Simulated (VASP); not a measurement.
Cl:

```
Cl
1.0
     2.91000    0.00000    0.00000
     0.00000    2.91000    0.00000
     0.00000    0.00000    2.91000
Cl
1
Direct
  0.00000 0.00000 0.00000
```

* Program: VASP 6.6.1
* Task: relaxation of cell and atoms
* Functional: PBE
* Potentials or basis: VASP PAW PBE potentials, release 64 (Cl)
* Cutoff: 600 eV
* k mesh: 16 × 16 × 16
* Occupations: fermi-dirac, width 0.02 eV
* Spin: no spin polarisation

At the start: pressure -1.6 GPa; volume 24.64 Å³/atom.

Problem. Where does the relaxation end?

Solution. Over 3 steps the energy falls by 6.9 meV/atom and the volume is 23.36 Å³/atom (-5.2 %); space group Pm-3m (No. 221, to 0.05 Å).

Step by step:
| step | energy change (eV) | largest force (eV/Å) | pressure (GPa) | volume (Å³) |
| --- | --- | --- | --- | --- |
| 1 | 0.0000 | 0.0000 | -1.61 | 24.64 |
| 2 | -0.0061 | 0.0000 | -0.59 | 23.77 |
| 3 | -0.0069 | 0.0000 | -0.02 | 23.36 |

Final structure:
```xyz
1
Lattice="2.8588 0.0000 0.0000 0.0000 2.8588 0.0000 0.0000 0.0000 2.8588" Properties=species:S:1:pos:R:3 pbc="T T T"
Cl    0.0000    0.0000    0.0000
```

Caveat: an odd number of electrons without spin polarisation forces a metal; a magnetic or distorted state may lie lower.
